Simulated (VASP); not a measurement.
A run of VASP 6.6.1 is set up as follows.

Contents of INCAR:

```
PREC = Accurate
ENCUT = 600
EDIFF = 1E-6
ISMEAR = 0
SIGMA = 0.1
LREAL = F
LASPH = T
NELM = 60
ALGO = Fast
ISIF = 3
LWAVE = F
LCHARG = F
GGA = PS
IBRION = 2
NSW = 80
EDIFFG = -0.01
```

The input KPOINTS:

```
regular mesh
0
Gamma
  12 12 8
```

File POSCAR:

```
Sn
1.0
    3.3520464067      0.0000000000      0.0000000000
   -1.6760232033      2.9029573428      0.0000000000
    0.0000000000      0.0000000000      5.3506605780
Sn
2
Direct
    0.3333333333      0.6666666667      0.2500000000
    0.6666666667      0.3333333333      0.7500000000
```

Potentials or basis: VASP PAW PBE potentials, release 64 (Sn_d).

Command:

```console
$ cat potpaw_PBE.64/Sn_d/POTCAR > POTCAR
$ mpirun -np 1 vasp_std > vasp.out
```

Task: Estimate the band gap on the k mesh.

Result: Zero (bands 14 and 15 overlap by 8.66 eV).

Task: What does it give for the relaxed volume?

Result: 26.25 Å³/atom.

Task: Predict the relaxed cell.

Result: a = 3.329 Å, b = 3.329 Å, c = 5.473 Å, α = 90.00°, β = 90.00°, γ = 120.00°.

Task: Predict the space group after relaxing (to 0.1 Å).

Result: P6_3/mmc (No. 194).

Step by step:
```
step  energy change (eV)  largest force (eV/Å)  pressure (GPa)  volume (Å³)
   1              0.0000                0.0000            0.32        52.07
   2             -0.0013                0.0000           -0.05        52.45
   3             -0.0014                0.0000           -0.26        52.64
   4             -0.0019                0.0000           -0.04        52.48
   5             -0.0020                0.0000            0.25        52.28
   6             -0.0020                0.0000            0.22        52.34
   7             -0.0020                0.0000            0.11        52.41
   8             -0.0021                0.0000           -0.06        52.52
   9             -0.0021                0.0000           -0.10        52.55
  10             -0.0021                0.0000           -0.06        52.55
  11             -0.0022                0.0000           -0.06        52.58
  12             -0.0022                0.0000           -0.08        52.57
  13             -0.0022                0.0000           -0.06        52.57
  14             -0.0022                0.0000           -0.08        52.57
  15             -0.0022                0.0000           -0.08        52.57
  16             -0.0022                0.0000           -0.08        52.57
  17             -0.0022                0.0000            0.02        52.51
```

Caveat: the PAW data sets were made with another functional, which shifts forces and pressure a little; spin-orbit coupling is left out, which moves the levels of the heavy elements. Zero-point motion and thermal expansion aren't in these numbers.
